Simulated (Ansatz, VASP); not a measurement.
# Two plane-wave programs on C

```xyz
22
Lattice="5.9111 0.1284 -0.2596 0.1284 5.8483 -0.1913 -0.2596 -0.1913 6.0555" Properties=species:S:1:pos:R:3 pbc="T T T"
C     4.9761    2.5049    0.5340
C     5.7537    4.3117    1.8867
C     1.0562    4.6938    5.1352
C     2.7564    1.1970    5.7944
C     3.6779    0.5552    0.6291
C     0.3756    1.2625    0.2590
C     1.2133    1.7116    2.5742
C     2.3064    4.0918    2.8151
C     5.6087    3.0917    1.4246
C     0.6799    0.3139    1.0795
C     2.1819    2.2877    5.1163
C     5.2908    5.3336    4.0745
C     4.5781    4.7251    5.2759
C     1.8723    2.6151    2.4040
C     0.4699    0.5697    2.7848
C     4.3950    3.5193    5.4150
C     5.1039    0.8270    4.1485
C     1.0271    5.1401    1.8878
C     2.6364    4.5120    4.5104
C     4.7262    5.0565    2.8509
C     4.0137    5.7085    1.6015
C     1.8165    3.5060    5.3027
```

Alike in both runs: task single point; functional PBE; dispersion D3(BJ); k mesh 4 × 4 × 4; occupations fermi-dirac, width 0.4188 eV; no spin polarisation.

```csv
,VASP,Ansatz
version,VASP 6.6.1,Ansatz 0.2.0
potentials or method,"VASP PAW PBE potentials, release 64 (C), cutoff 520 eV","scalar-relativistic, plane waves, PAW"
valence electrons in the cell,88,88
```

VASP gave:

| Quantity | Value |
| --- | --- |
| gap on the k mesh at the Fermi level (eV) | none |
| rms of the force components (eV/Å) | 4.093 |

Which values does Ansatz return?

gap on the k mesh at the Fermi level (eV): none; rms of the force components (eV/Å): 4.051.

Atom by atom the forces differ by 0.054 eV/Å (rms over components). A gap of «none» marks a metal or a gap that the smearing closes.
